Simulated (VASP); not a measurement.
A run of VASP 6.6.1 is set up as follows.

The input INCAR:

```
PREC = Accurate
ENCUT = 600
EDIFF = 1E-6
ISMEAR = -1
SIGMA = 0.15
LREAL = False
LASPH = True
NELM = 200
ALGO = Normal
ISIF = 2
LWAVE = False
LCHARG = False
ISPIN = 2
MAGMOM = 5 0
LORBIT = 11
LMAXMIX = 4
GGA = PE
NBANDS = 20
GGA_COMPAT = False
```

KPOINTS

```
Automatic mesh
0
Gamma
  3 3 3
```

Contents of POSCAR:

```
MnO
1.0
    0.0000000000      2.1750000000      2.1750000000
    2.1750000000      0.0000000000      2.1750000000
    2.1750000000      2.1750000000      0.0000000000
Mn O
1 1
Direct
    0.0000000000      0.0000000000      0.0000000000
    0.4137931034      0.4137931034     -0.4137931034
```

Potentials or basis: VASP PAW PBE potentials, release 64 (Mn_pv, O).

Run with:

```sh
$ cat potpaw_PBE.64/Mn_pv/POTCAR potpaw_PBE.64/O/POTCAR > POTCAR
$ mpirun -np 1 vasp_std > vasp.out
```

Task: Predict the largest force.

Result: 3.406 eV/Å.

Task: Estimate the pressure.

Result: 24.4 GPa.

Task: Predict the site moments.

Result: Mn +4.12; O +0.23 μB.

Forces on the atoms (eV/Å):
```
Mn   0.000  0.000 -3.406
O    0.000  0.000  3.406
```

Caveat: the k points lie up to 0.83 Å⁻¹ apart; a cell with one magnetic atom can't hold antiferromagnetic order, which such compounds often take; forces of over 1 eV/Å act on the atoms, so gaps and moduli don't describe the material at rest.
